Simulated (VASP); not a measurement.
# Ti (I4/mmm) in VASP: further runs

Ti is run at these levels: PBEsol; tasks: single point.

Everything below comes from runs of VASP 6.6.1. Logs are shortened: lines on timing, memory, paths and dates and some standing lists are left out, and cuts for length are marked.

### 1 The cell of the first run

It takes space group I4/mmm (No. 139, tetragonal). The conventional cell has a = 2.859 Å, b = 2.859 Å, c = 4.477 Å, α = 90.00°, β = 90.00°, γ = 90.00°. Ti (site symmetry 4/mmm) has 12 Ti at 2.86 to 3.02 Å within 3.8 Å.

### 2 Single point, PBEsol (volume 18.300 Å^3 an atom, c/a of the conventional cell 1.5658)

The input, INCAR:

```
SYSTEM = Ti
ALGO = Fast ; EDIFF = 1E-7
ENCUT = 520 ; GGA = PS
ISIF = 2 ; ISMEAR = 0
LASPH = .True. ; LCHARG = .True.
LELF = .True. ; LREAL = .False.
LVHAR = .True. ; LWAVE = .False.
NBANDS = 12 ; NELM = 80
PREC = Accurate ; SIGMA = 0.15
```

The input, KPOINTS:

```
k-points
0
Gamma
  22 22 22
  0 0 0
```

The input, POSCAR:

```
Ti
1.0
   -1.4296122797      1.4296122797      2.2384869075
    1.4296122797     -1.4296122797      2.2384869075
    1.4296122797      1.4296122797     -2.2384869075
Ti
1
Direct
    0.0000000000      0.0000000000      0.0000000000
```

Potentials or basis: VASP PAW PBE potentials, release 64 (Ti_sv).

Launch:

```console
> cat potpaw_PBE.64/Ti_sv/POTCAR > POTCAR
> mpirun -np 1 vasp_std > vasp.out
```

OUTCAR:

```text
SYSTEM = Ti
   EDIFF = 1E-7
   ENCUT = 520
   GGA = PS
   ISIF = 2
   ISMEAR = 0
   LASPH = .True.
   LREAL = .False.
   NELM = 80
   PREC = Accurate

 ion  position               nearest neighbor table
   1  0.000  0.000  0.000-

  LATTYP: Found a body centered tetragonal cell.
 ALAT       =     2.8592245594
 C/A-ratio  =     1.5658000000

  Lattice vectors:

 A1 = (  -1.4296122797,   1.4296122797,   2.2384869075)
 A2 = (   1.4296122797,  -1.4296122797,   2.2384869075)
 A3 = (   1.4296122797,   1.4296122797,  -2.2384869075)

Analysis of symmetry for initial positions (statically):
=====================================================================
 Subroutine PRICEL returns:
 Original cell was already a primitive cell.

 Routine SETGRP: Setting up the symmetry group for a
 body centered tetragonal supercell.

 Subroutine GETGRP returns: Found 16 space group operations
 (whereof 16 operations were pure point group operations)
 out of a pool of 16 trial point group operations.

The static configuration has the point symmetry D_4h.

Analysis of symmetry for dynamics (positions and initial velocities):
=====================================================================
 Subroutine PRICEL returns:
 Original cell was already a primitive cell.

 Routine SETGRP: Setting up the symmetry group for a
 body centered tetragonal supercell.

 Subroutine GETGRP returns: Found 16 space group operations
 (whereof 16 operations were pure point group operations)
 out of a pool of 16 trial point group operations.

The dynamic configuration has the point symmetry D_4h.

 Subroutine INISYM returns: Found 16 space group operations
 (whereof 16 operations are pure point group operations),
 and found     1 'primitive' translations

----------------------------------------------------------------------------------------

                                     Primitive cell

  volume of cell :      18.3000

  direct lattice vectors                    reciprocal lattice vectors
    -1.429612280  1.429612280  2.238486908     0.000000000  0.349745177  0.223365166
     1.429612280 -1.429612280  2.238486908     0.349745177  0.000000000  0.223365166
     1.429612280  1.429612280 -2.238486908     0.349745177  0.349745177  0.000000000

  length of vectors
     3.016356440  3.016356440  3.016356440     0.414986369  0.414986369  0.494614373

  position of ions in fractional coordinates (direct lattice)
     0.000000000  0.000000000  0.000000000

  ion indices of the primitive-cell ions
   primitive index   ion index
                 1           1

----------------------------------------------------------------------------------------

 KPOINTS: k-points

Automatic generation of k-mesh.
 Grid dimensions read from file:
 generate k-points for:   22   22   22

 Generating k-lattice:

  Cartesian coordinates                     Fractional coordinates (reciprocal lattice)
     0.000000000  0.015897508  0.010152962     0.045454545  0.000000000 -0.000000000
     0.015897508  0.000000000  0.010152962     0.000000000  0.045454545 -0.000000000
     0.015897508  0.015897508  0.000000000     0.000000000  0.000000000  0.045454545

  Length of vectors
     0.018863017  0.018863017  0.022482471

  Shift w.r.t. Gamma in fractional coordinates (k-lattice)
     0.000000000  0.000000000  0.000000000

 Subroutine IBZKPT returns following result:
 ===========================================

 Found    834 irreducible k-points:

 Following reciprocal coordinates:
            Coordinates               Weight
  0.000000  0.000000  0.000000      1.000000
  0.045455 -0.000000  0.000000      8.000000
  0.090909 -0.000000  0.000000      8.000000
  0.136364 -0.000000  0.000000      8.000000
  0.181818  0.000000  0.000000      8.000000
  0.227273 -0.000000  0.000000      8.000000
[... 16 lines left out ...]
  0.500000  0.045455  0.000000     16.000000
 -0.454545  0.045455 -0.000000     16.000000
 [... further k-points ...]
   k-points           NKPTS =    834   k-points in BZ     NKDIM =    834   number of bands    NBANDS=     12
   number of dos      NEDOS =    301   number of ions     NIONS =      1
   total plane-waves  NPLWV =  13824
   dimension x,y,z NGX =    24 NGY =   24 NGZ =   24
   dimension x,y,z NGXF=    48 NGYF=   48 NGZF=   48
   ions per type =               1
   NGX,Y,Z   is equivalent  to a cutoff of  13.23, 13.23, 13.23 a.u.
   NGXF,Y,Z  is equivalent  to a cutoff of  26.46, 26.46, 26.46 a.u.
 SYSTEM =  Ti
   PREC   = accura    normal or accurate (medium, high low for compatibility)
   ISTART =      0    job   : 0-new  1-cont  2-samecut
   ICHARG =      2    charge: 1-file 2-atom 10-const
   ISPIN  =      1    spin polarized calculation?
   LNONCOLLINEAR =      F non collinear calculations
   LSORBIT =      F    spin-orbit coupling
   LASPH  =      T    aspherical Exc in radial PAW
   ENCUT  =  520.0 eV  38.22 Ry    6.18 a.u.   5.61  5.61  5.61*2*pi/ulx,y,z
   NELM   =     80;   NELMIN=  2; NELMDL= -5     # of ELM steps
   EDIFF  = 0.1E-06   stopping-criterion for ELM
   LREAL  =      F    real-space projection
   EDIFFG = 0.1E-05   stopping-criterion for IOM
   NSW    =      0    number of steps for IOM
   IBRION =     -1    ionic relax: 0-MD 1-quasi-New 2-CG
   NFREE  =      0    steps in history (QN), initial steepest desc. (CG)
   ISIF   =      2    stress and relaxation
   ISYM   =      2    0-nonsym 1-usesym 2-fastsym
   POTIM  = 0.5000    time-step for ionic-motion
   TEBEG  =    0.0;   TEEND  =   0.0 temperature during run
   PSTRESS=    0.0 pullay stress
   NELECT =      12.0000    total number of electrons
   NUPDOWN=      -1.0000    fix difference up-down
   EMIN   =  10.00;   EMAX   =-10.00  energy-range for DOS
   EFERMI =   0.00;   METHOD = LEGACY
   ISMEAR =     0;   SIGMA  =   0.15  broadening in eV -4-tet -1-fermi 0-gaus
   EFERMI_NEDOS =   21; number of points for ismear=-14 and -15
   IALGO  =     68    algorithm
   IMIX   =      4    mixing-type and parameters
     AMIX     =   0.40;   BMIX     =  1.00
     AMIX_MAG =   1.60;   BMIX_MAG =  1.00
  volume/ion in A,a.u.               =      18.30       123.49
  Fermi-wavevector in a.u.,A,eV,Ry     =   1.422279  2.687718 27.522931  2.022878
  Thomas-Fermi vector in A             =   2.543000
   LORBIT       =      0    0 simple, 1 ext, 2 COOP (PROOUT), +10 PAW based schemes
   GGA     = PS    functional components
   LHFCALC =     F    Hartree Fock is set to
   AEXX    =    0.0000 exact exchange contribution
   IVDW    =     0    specifies the selected vdW correction
   LEPSILON=     F    determine dielectric tensor
   LRPA    =     F    only Hartree local field effects (RPA)
 non-spin polarized calculation
 RMM-DIIS sequential band-by-band and
 Gauss-broadening in eV      SIGMA  =   0.15
  energy-cutoff  :      520.00
  volume of cell :       18.30
 maximum number of plane-waves:       513
   NGX = 11   NGY = 11   NGZ = 11

 number of electron      11.9999997 magnetization

 Free energy of the ion-electron system (eV)
  ---------------------------------------------------
  ext. energy  EPLUGINS =         0.00000000
  ---------------------------------------------------
  free energy    TOTEN  =        -8.23033344 eV

  energy without entropy =       -8.20672587  energy(sigma->0) =       -8.21852965

 E-fermi :   7.5199     XC(G=0): -11.3882

 val. band max:        7.5183815939   @ k =  -0.2273   0.4545   0.2273
 cond. band min:       7.5212792111   @ k =  -0.2727   0.4091   0.1364
 fundamental gap:      0.0028976172
 Fermi energy:         7.5198998814

 k-point     1 :       0.0000    0.0000    0.0000
  band No.  band energies     occupation
      1     -49.0238      2.00000
      2     -25.0447      2.00000
      3     -25.0215      2.00000
      4     -25.0215      2.00000
      5       1.5896      2.00000
      6       7.8884      0.00051
      7       8.6997      0.00000
      8       8.6997      0.00000
      9       9.3846      0.00000
     10      10.3131      0.00000
     11      22.6901      0.00000
     12      25.3501      0.00000

 k-point     2 :       0.0455   -0.0000    0.0000
  band No.  band energies     occupation
      1     -49.0217      2.00000
      2     -25.0499      2.00000
      3     -25.0307      2.00000
      4     -25.0222      2.00000
      5       1.6540      2.00000
      6       7.8995      0.00035
      7       8.6704      0.00000
      8       8.7223      0.00000
      9       9.3790      0.00000
     10      10.2912      0.00000
     11      22.7312      0.00000
     12      25.2474      0.00000

 k-point     3 :       0.0909   -0.0000    0.0000
  band No.  band energies     occupation
      1     -49.0157      2.00000
      2     -25.0772      2.00000
      3     -25.0454      2.00000
      4     -25.0243      2.00000
      5       1.8442      2.00000
      6       7.9199      0.00016
      7       8.5911      0.00000
      8       8.7862      0.00000
      9       9.3751      0.00000
     10      10.2313      0.00000
     11      22.8023      0.00000
     12      24.7238      0.00000
[... 286 lines left out ...]
 k-point    23 :       0.5000    0.0455    0.0000
  band No.  band energies     occupation
      1     -48.9201      2.00000
      2     -25.6067      2.00000
      3     -25.1491      2.00000
      4     -25.0646      2.00000
      5       5.1280      2.00000
      6       7.9088      0.00025
      7       7.9933      0.00001
      8       8.7092      0.00000
      9      10.8281      0.00000
     10      11.0712      0.00000
     11      15.2468      0.00000
     12      21.4843      0.00000

 k-point    24 :      -0.4545    0.0455   -0.0000
  band No.  band energies     occupation
      1     -48.9232      2.00000
      2     -25.5902      2.00000
      3     -25.1459      2.00000
      4     -25.0624      2.00000
      5       5.0497      2.00000
      6       7.8439      0.00225
      7       7.9621      0.00003
      8       8.7163      0.00000
      9      10.7464      0.00000
     10      10.9966      0.00000
     11      15.6169      0.00000
     12      21.5888      0.00000

 [... further k-points ...]
[... 5 lines left out ...]
  --------------------------------------------------------------------------------------
  -------------------------------------------------------------------------------------
  Total       -0.9351203     -0.9351203     -1.2907550      0.0000000      0.0000000      0.0000000
  in kB      -81.8704157    -81.8704157   -113.0064684      0.0000000      0.0000000      0.0000000
  external PRESSURE =     -92.2490999 kB  Pullay stress =       0.0000000 kB

 VOLUME and BASIS-vectors are now :
 -----------------------------------------------------------------------------
  energy-cutoff  :      520.00
  volume of cell :       18.30
      direct lattice vectors                 reciprocal lattice vectors
    -1.429612280  1.429612280  2.238486908     0.000000000  0.349745177  0.223365166
     1.429612280 -1.429612280  2.238486908     0.349745177  0.000000000  0.223365166
     1.429612280  1.429612280 -2.238486908     0.349745177  0.349745177  0.000000000

 POSITION                                       TOTAL-FORCE (eV/Angst)
 -----------------------------------------------------------------------------------
      0.00000      0.00000      0.00000        -0.000000      0.000000      0.000000
 -----------------------------------------------------------------------------------
    total drift:                                0.000000      0.000000      0.000000

  FREE ENERGIE OF THE ION-ELECTRON SYSTEM (eV)
  ---------------------------------------------------
  free  energy   TOTEN  =        -8.2303334375 eV

  energy  without entropy=       -8.2067258652  energy(sigma->0) =       -8.21852965
```

Run time: 2.5 min. Hardware: 1 thread of Intel Xeon 6975P-C (Granite Rapids), shared host; peak memory 0.29 GiB.

Results:

```
Free energy            : -8.2303 eV
Pressure               : -9.2 GPa
Band gap on the k mesh : zero (band 6 reaches 8.17 eV, above the bottom of band 7 at 6.98 eV)
```

Caveat: the PAW data sets were made with another functional, which shifts forces and pressure a little.

### 3 Single point, PBEsol (volume 18.300 Å^3 an atom, c/a of the conventional cell 1.1612)

The input, INCAR:

```
ALGO     = Fast           # electronic algorithm
EDIFF    = 1E-6           # SCF threshold, eV
ENCUT    = 520            # plane-wave cutoff, eV
GGA      = PS             # functional
ISIF     = 2              # what is computed and relaxed
ISMEAR   = 0              # smearing method
LASPH    = True           # aspherical terms in the spheres
LCHARG   = False          # write CHGCAR
LREAL    = False          # projectors in reciprocal space
LWAVE    = False          # write WAVECAR
NBANDS   = 12             # bands
NELM     = 100            # most SCF steps
PREC     = Accurate       # precision mode
SIGMA    = 0.15           # smearing width, eV
```

The input, KPOINTS:

```
k-points
0
Gamma
  22 22 22
```

The input, POSCAR:

```
Ti
1.0
   -1.5794092981      1.5794092981      1.8340100770
    1.5794092981     -1.5794092981      1.8340100770
    1.5794092981      1.5794092981     -1.8340100770
Ti
1
Direct
    0.0000000000      0.0000000000      0.0000000000
```

Potentials or basis: VASP PAW PBE potentials, release 64 (Ti_sv).

Launch:

```console
> cat potpaw_PBE.64/Ti_sv/POTCAR > POTCAR
> mpirun -np 1 vasp_std > vasp.out
```

It took 2.4 min on 1 thread of Intel Xeon 6975P-C (Granite Rapids), shared host; peak memory 0.29 GiB.

The run converged. Its results:

| Quantity | Value |
| --- | --- |
| Free energy | -8.2082 eV |
| Pressure | -9.3 GPa |
| Band gap on the k mesh | zero (band 6 reaches 8.38 eV, above the bottom of band 7 at 6.89 eV) |

Stress tensor (GPa, compression positive):
```
-10.27   0.00   0.00
  0.00 -10.27   0.00
  0.00   0.00  -7.26
```

Levels at points of the mesh, in eV from the Fermi level:
```tsv
k point	band 4	band 5	band 6	band 7	band 8	band 9
(0.00, 0.00, 0.00)	-32.49	-5.89	0.68	0.68	1.54	1.88
(0.50, 0.00, 0.00)	-32.50	-2.40	0.04	0.71	1.76	3.04
(0.50, 0.50, 0.00)	-32.56	-2.38	-1.09	1.64	3.12	3.17
(0.50, 0.50, 0.50)	-32.82	-2.18	-1.79	3.46	3.69	3.69
```

Caveat: the PAW data sets were made with another functional, which shifts forces and pressure a little.
